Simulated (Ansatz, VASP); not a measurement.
**ZnSe in VASP and in Ansatz**

The input INCAR:

```
PREC = Accurate
ENCUT = 520
EDIFF = 1E-6
ISMEAR = 0
SIGMA = 0.05
LREAL = False
LASPH = True
NELM = 100
ALGO = Normal
ISIF = 2
LWAVE = False
LCHARG = True
GGA = CA
LELF = True
LVHAR = True
NBANDS = 26
```

The input KPOINTS:

```
regular mesh
0
Gamma
  8 8 6
```

The input POSCAR:

```
ZnSe
1.0
    3.9824792113      0.0000000000      0.0000000000
    0.0000000000      3.9824792113      0.0000000000
    0.0000000000      0.0000000000      5.2561416620
Zn Se
2 2
Direct
    0.0000000000      0.0000000000      0.0000000000
    0.5000000000      0.5000000000      0.0000000000
    0.0000000000      0.5000000000      0.2797006005
    0.5000000000      0.0000000000      0.7202993995
```

Input for Ansatz:

```yaml
crystal:
  lattice:
    - [3.9824792206, 0.0, 0.0]
    - [0.0, 3.9824792206, 0.0]
    - [0.0, 0.0, 5.2561416084]
  atoms:
    - { symbol: Zn, position: [0.0, 0.0, 0.0] }
    - { symbol: Zn, position: [0.5, 0.5, 0.0] }
    - { symbol: Se, position: [0.0, 0.5, 0.2797006019] }
    - { symbol: Se, position: [0.5, 0.0, 0.7202993981] }
basis:
  ecutwfc: 520.0
kpoints:
  mp_grid: { grid: [8, 8, 6] }
hamiltonian:
  xc: lda
  pseudopotentials: { kind: paw, azcp: { folder: soft_1 } }
scf:
  occupations: { method: gaussian, width: 0.05 }
output:
  forces: true
  stress: true
  eigenvalues: true
  write_density: true
  write_potential: true
  elf: true
  volumetric_format: npy
```

Alike in both runs: task single point; functional LDA; k mesh 8 × 8 × 6; occupations gaussian, width 0.05 eV; no spin polarisation.

|  | VASP | Ansatz |
| --- | --- | --- |
| version | VASP 6.6.1 | Ansatz 0.2.0 |
| potentials or method | VASP PAW LDA potentials, release 64 (Zn, Se), cutoff 520 eV | scalar-relativistic, plane waves, PAW |
| valence electrons in the cell | 36 | 56 |

VASP gave:

| Item | Value |
| --- | --- |
| gap on the k mesh at the Fermi level (eV) | 1.58 |
| least direct gap on the mesh (eV) | 1.58 |
| pressure (GPa) | 0.4 |
| rms of the force components (eV/Å) | 0.028 |

Problem. Which values does Ansatz return?

Solution. gap on the k mesh at the Fermi level (eV): 1.56; least direct gap on the mesh (eV): 1.56; pressure (GPa): 0.0; rms of the force components (eV/Å): 0.001.

Ansatz warns that its potentials were made for another functional, while VASP's fit it. LDA's correlation is that of Perdew and Zunger in VASP and of Perdew and Wang (1992) in Ansatz. Atom by atom the forces differ by 0.027 eV/Å (rms over components). VASP's potentials hold 36 valence electrons a cell and Ansatz's 56, so a difference there can come from the potentials and not from the codes.
